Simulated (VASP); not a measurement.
# SnO2 (P6_3/mmc) in VASP: a series of runs, part 3 of 3

VASP 6.6.1.

## (4) Single point, PBEsol

This run uses another cell than the first one, of 16.58 Å³/atom.

Contents of INCAR:

```
PREC = Accurate
ENCUT = 520
EDIFF = 1E-6
ISMEAR = 0
SIGMA = 0.01
LREAL = F
LASPH = T
NELM = 60
ALGO = Normal
ISIF = 2
LWAVE = F
LCHARG = F
GGA = PS
NBANDS = 35
```

Contents of KPOINTS:

```
regular mesh
0
Gamma
  12 12 2
```

Contents of POSCAR:

```
SnO2
1.0
    3.2519711666      0.0000000000      0.0000000000
   -1.6259855833      2.8162897585      0.0000000000
    0.0000000000      0.0000000000     10.8620247581
Sn O
2 4
Direct
    0.0000000000      0.0000000000      0.5000000000
    0.0000000000      0.0000000000      0.0000000000
    0.6666666667      0.3333333333      0.4058620000
    0.6666666667      0.3333333333      0.0941380000
    0.3333333333      0.6666666667      0.5941380000
    0.3333333333      0.6666666667      0.9058620000
```

Potentials or basis: VASP PAW PBE potentials, release 64 (Sn_d, O).

Launch:

```
$ cat potpaw_PBE.64/Sn_d/POTCAR potpaw_PBE.64/O/POTCAR > POTCAR
$ mpirun -np 1 vasp_std > vasp.out
```

OUTCAR:

```text
PREC = Accurate
   ENCUT = 520
   EDIFF = 1E-6
   ISMEAR = 0
   LREAL = F
   LASPH = T
   NELM = 60
   ISIF = 2
   GGA = PS

 ion  position               nearest neighbor table
   1  0.000  0.000  0.500-   3 2.14   5 2.14   3 2.14   5 2.14   3 2.14   5 2.14
   2  0.000  0.000  0.000-   4 2.14   6 2.14   4 2.14   6 2.14   4 2.14   6 2.14
   3  0.667  0.333  0.406-   1 2.14   1 2.14   1 2.14
   4  0.667  0.333  0.094-   2 2.14   2 2.14   2 2.14
   5  0.333  0.667  0.594-   1 2.14   1 2.14   1 2.14
   6  0.333  0.667  0.906-   2 2.14   2 2.14   2 2.14

  LATTYP: Found a hexagonal cell.
 ALAT       =     3.2519711666
 C/A-ratio  =     3.3401356290

  Lattice vectors:

 A1 = (   3.2519711666,   0.0000000000,   0.0000000000)
 A2 = (  -1.6259855833,   2.8162897585,   0.0000000000)
 A3 = (   0.0000000000,   0.0000000000,  10.8620247581)

Analysis of symmetry for initial positions (statically):
=====================================================================
 Subroutine PRICEL returns:
 Original cell was already a primitive cell.

 Routine SETGRP: Setting up the symmetry group for a
 hexagonal supercell.

 Subroutine GETGRP returns: Found 24 space group operations
 (whereof 12 operations were pure point group operations)
 out of a pool of 24 trial point group operations.

The static configuration has the point symmetry D_3d.
 The point group associated with its full space group is D_6h.

Analysis of symmetry for dynamics (positions and initial velocities):
=====================================================================
 Subroutine PRICEL returns:
 Original cell was already a primitive cell.

 Routine SETGRP: Setting up the symmetry group for a
 hexagonal supercell.

 Subroutine GETGRP returns: Found 24 space group operations
 (whereof 12 operations were pure point group operations)
 out of a pool of 24 trial point group operations.

The dynamic configuration has the point symmetry D_3d.
 The point group associated with its full space group is D_6h.

 Subroutine INISYM returns: Found 24 space group operations
 (whereof 12 operations are pure point group operations),
 and found     1 'primitive' translations

----------------------------------------------------------------------------------------

                                     Primitive cell

  volume of cell :      99.4798

  direct lattice vectors                    reciprocal lattice vectors
     3.251971167  0.000000000  0.000000000     0.307505801  0.177538550  0.000000000
    -1.625985583  2.816289758  0.000000000     0.000000000  0.355077100  0.000000000
     0.000000000  0.000000000 10.862024758     0.000000000  0.000000000  0.092063867

  length of vectors
     3.251971167  3.251971267 10.862024758     0.355077111  0.355077100  0.092063867

  position of ions in fractional coordinates (direct lattice)
     0.000000000  0.000000000  0.500000000
     0.000000000  0.000000000  0.000000000
     0.666666667  0.333333333  0.405862000
     0.666666667  0.333333333  0.094138000
     0.333333333  0.666666667  0.594138000
     0.333333333  0.666666667  0.905862000

  ion indices of the primitive-cell ions
   primitive index   ion index
                 1           1
                 2           2
                 3           3
                 4           4
                 5           5
                 6           6
[... 31 lines left out ...]
  0.166667  0.000000  0.000000      6.000000
  0.250000  0.000000  0.000000      6.000000
  0.333333 -0.000000  0.000000      6.000000
  0.416667  0.000000  0.000000      6.000000
[... 16 lines left out ...]
  0.250000  0.000000  0.500000      6.000000
  0.333333 -0.000000  0.500000      6.000000
 [... further k-points ...]
   k-points           NKPTS =     38   k-points in BZ     NKDIM =     38   number of bands    NBANDS=     35
   number of dos      NEDOS =    301   number of ions     NIONS =      6
   total plane-waves  NPLWV =  48384
   dimension x,y,z NGX =    24 NGY =   24 NGZ =   84
   dimension x,y,z NGXF=    48 NGYF=   48 NGZF=  168
   ions per type =               2   4
   NGX,Y,Z   is equivalent  to a cutoff of  12.27, 12.27, 12.86 a.u.
   NGXF,Y,Z  is equivalent  to a cutoff of  24.54, 24.54, 25.71 a.u.
 SYSTEM =  unknown system
   PREC   = accura    normal or accurate (medium, high low for compatibility)
   ISTART =      0    job   : 0-new  1-cont  2-samecut
   ICHARG =      2    charge: 1-file 2-atom 10-const
   ISPIN  =      1    spin polarized calculation?
   LNONCOLLINEAR =      F non collinear calculations
   LSORBIT =      F    spin-orbit coupling
   LASPH  =      T    aspherical Exc in radial PAW
   ENCUT  =  520.0 eV  38.22 Ry    6.18 a.u.   6.05  6.05 20.20*2*pi/ulx,y,z
   NELM   =     60;   NELMIN=  2; NELMDL= -5     # of ELM steps
   EDIFF  = 0.1E-05   stopping-criterion for ELM
   LREAL  =      F    real-space projection
   EDIFFG = 0.1E-04   stopping-criterion for IOM
   NSW    =      0    number of steps for IOM
   IBRION =     -1    ionic relax: 0-MD 1-quasi-New 2-CG
   NFREE  =      0    steps in history (QN), initial steepest desc. (CG)
   ISIF   =      2    stress and relaxation
   ISYM   =      2    0-nonsym 1-usesym 2-fastsym
   POTIM  = 0.5000    time-step for ionic-motion
   TEBEG  =    0.0;   TEEND  =   0.0 temperature during run
   PSTRESS=    0.0 pullay stress
   NELECT =      52.0000    total number of electrons
   NUPDOWN=      -1.0000    fix difference up-down
   EMIN   =  10.00;   EMAX   =-10.00  energy-range for DOS
   EFERMI =   0.00;   METHOD = LEGACY
   ISMEAR =     0;   SIGMA  =   0.01  broadening in eV -4-tet -1-fermi 0-gaus
   EFERMI_NEDOS =   21; number of points for ismear=-14 and -15
   IALGO  =     38    algorithm
   IMIX   =      4    mixing-type and parameters
     AMIX     =   0.40;   BMIX     =  1.00
     AMIX_MAG =   1.60;   BMIX_MAG =  1.00
  volume/ion in A,a.u.               =      16.58       111.89
  Fermi-wavevector in a.u.,A,eV,Ry     =   1.318756  2.492087 23.662117  1.739117
  Thomas-Fermi vector in A             =   2.448703
   LORBIT       =      0    0 simple, 1 ext, 2 COOP (PROOUT), +10 PAW based schemes
   GGA     = PS    functional components
   LHFCALC =     F    Hartree Fock is set to
   AEXX    =    0.0000 exact exchange contribution
   IVDW    =     0    specifies the selected vdW correction
   LEPSILON=     F    determine dielectric tensor
   LRPA    =     F    only Hartree local field effects (RPA)
 non-spin polarized calculation
 Gauss-broadening in eV      SIGMA  =   0.01
  energy-cutoff  :      520.00
  volume of cell :       99.48
 maximum number of plane-waves:      2724
   NGX = 13   NGY = 13   NGZ = 41

 number of electron      52.0000013 magnetization

 Free energy of the ion-electron system (eV)
  ---------------------------------------------------
  ext. energy  EPLUGINS =         0.00000000
  ---------------------------------------------------
  free energy    TOTEN  =       -38.45574100 eV

  energy without entropy =      -38.45574100  energy(sigma->0) =      -38.45574100

 E-fermi :   1.9614     XC(G=0):  -9.2564

 val. band max:        1.8193697588   @ k =   0.2500   0.2500   0.0000
 cond. band min:       3.7551311554   @ k =   0.0000   0.0000   0.0000
 fundamental gap:      1.9357613966
 Fermi energy:         1.9613566864

 k-point     1 :       0.0000    0.0000    0.0000
  band No.  band energies     occupation
      1     -18.1161      2.00000
      2     -18.1156      2.00000
      3     -17.9169      2.00000
      4     -17.9169      2.00000
      5     -17.9169      2.00000
      6     -17.9169      2.00000
[... 901 lines left out ...]
     34      13.1284      0.00000
     35      13.9130      0.00000

 [... further k-points ...]

------------------------ aborting loop because EDIFF is reached ----------------------------------------

  FORCE on cell =-STRESS in cart. coord.  units (eV):
  Direction    XX          YY          ZZ          XY          YZ          ZX
  --------------------------------------------------------------------------------------
  -------------------------------------------------------------------------------------
  Total       -4.6757903     -4.6757906     -1.9649617      0.0000000      0.0000000      0.0000000
  in kB      -75.3062103    -75.3062165    -31.6468041      0.0000000      0.0000000      0.0000000
  external PRESSURE =     -60.7530770 kB  Pullay stress =       0.0000000 kB

 VOLUME and BASIS-vectors are now :
 -----------------------------------------------------------------------------
  energy-cutoff  :      520.00
  volume of cell :       99.48
      direct lattice vectors                 reciprocal lattice vectors
     3.251971167  0.000000000  0.000000000     0.307505801  0.177538550  0.000000000
    -1.625985583  2.816289758  0.000000000     0.000000000  0.355077100  0.000000000
     0.000000000  0.000000000 10.862024758     0.000000000  0.000000000  0.092063867

 POSITION                                       TOTAL-FORCE (eV/Angst)
 -----------------------------------------------------------------------------------
      0.00000      0.00000      5.43101         0.000000     -0.000000      0.000000
      0.00000      0.00000      0.00000         0.000000     -0.000000      0.000000
      1.62599      0.93876      4.40848        -0.000000     -0.000000      0.532048
      1.62599      0.93876      1.02253        -0.000000     -0.000000     -0.532048
     -0.00000      1.87753      6.45354        -0.000000      0.000000     -0.532048
     -0.00000      1.87753      9.83950         0.000000      0.000000      0.532048
 -----------------------------------------------------------------------------------
    total drift:                               -0.000000      0.000000      0.000000

  FREE ENERGIE OF THE ION-ELECTRON SYSTEM (eV)
  ---------------------------------------------------
  free  energy   TOTEN  =       -38.4557410049 eV

  energy  without entropy=      -38.4557410049  energy(sigma->0) =      -38.45574100
```

OSZICAR:

```text
N       E                     dE             d eps       ncg     rms          rms(c)
DAV:   1     0.648729738125E+03    0.64873E+03   -0.25692E+04  2840   0.209E+03
DAV:   2     0.638442875176E+02   -0.58489E+03   -0.55052E+03  2948   0.577E+02
DAV:   3    -0.378380779238E+02   -0.10168E+03   -0.99798E+02  2912   0.208E+02
DAV:   4    -0.434766929705E+02   -0.56386E+01   -0.55941E+01  3272   0.542E+01
DAV:   5    -0.436321575577E+02   -0.15546E+00   -0.15524E+00  3288   0.930E+00    0.138E+01
DAV:   6    -0.384774099715E+02    0.51547E+01   -0.15431E+01  4139   0.624E+01    0.601E+00
DAV:   7    -0.385119207118E+02   -0.34511E-01   -0.18962E+00  2912   0.789E+00    0.310E+00
DAV:   8    -0.384624109074E+02    0.49510E-01   -0.20168E-01  3914   0.346E+00    0.888E-01
DAV:   9    -0.384537443734E+02    0.86665E-02   -0.28270E-02  3864   0.249E+00    0.131E-01
DAV:  10    -0.384555470110E+02   -0.18026E-02   -0.62357E-03  3338   0.782E-01    0.729E-02
DAV:  11    -0.384556964766E+02   -0.14947E-03   -0.57742E-04  4182   0.252E-01    0.265E-02
DAV:  12    -0.384557382403E+02   -0.41764E-04   -0.55016E-05  3193   0.469E-02    0.157E-02
DAV:  13    -0.384557403298E+02   -0.20896E-05   -0.10214E-05  3347   0.251E-02    0.238E-03
DAV:  14    -0.384557410049E+02   -0.67501E-06   -0.18044E-06  2409   0.129E-02
   1 F= -.38455741E+02 E0= -.38455741E+02  d E =-.327470E-91
```

Wall time 78 s (1 thread of Intel Xeon Platinum 8488C (Sapphire Rapids), shared host); peak memory 0.26 GiB.

What came out:

| Property | Result |
| --- | --- |
| Free energy | -38.4557 eV |
| Pressure | -6.1 GPa |
| Largest force | 0.532 eV/Å |
| Band gap on the k mesh | 1.94 eV (least direct gap 2.31 eV) |

Forces in eV/Å, atoms in the order of the input:
```
Sn   0.000  0.000  0.000
Sn   0.000  0.000  0.000
O    0.000  0.000  0.532
O    0.000  0.000 -0.532
O    0.000  0.000 -0.532
O    0.000  0.000  0.532
```

Caveat: the cell stands under tension; the PAW data sets were made with another functional, which shifts forces and pressure a little; spin-orbit coupling is left out, which moves the levels of the heavy elements. A k mesh can miss the band edges.

## (5) The runs side by side

| cell | gap on the mesh (eV) | pressure (GPa) | largest force (eV/Å) |
| --- | --- | --- | --- |
| a = 3.209, b = 3.209, c = 10.718 Å, angles 90.0, 90.0, 120.0°, 6 atoms | 2.17 | -1.3 | 0.12 |
| a = 3.231, b = 3.231, c = 10.791 Å, angles 90.0, 90.0, 120.0°, 6 atoms | 2.05 | -3.8 | 0.33 |
| a = 3.252, b = 3.252, c = 10.862 Å, angles 90.0, 90.0, 120.0°, 6 atoms | 1.94 | -6.1 | 0.53 |

Alike in all rows: task single point; level PBEsol; potentials or basis VASP PAW PBE potentials, release 64 (Sn_d, O); no spin polarisation; k mesh 12 × 12 × 2; cutoff (eV) 520; smearing gaussian 0.01 eV.

Caveats: the PAW data sets were made with another functional, which shifts forces and pressure a little; spin-orbit coupling is left out, which moves the levels of the heavy elements; the cell stands under tension (at least some runs).

Total energies depend on the potentials used, so only differences within one code and one set of settings carry meaning.
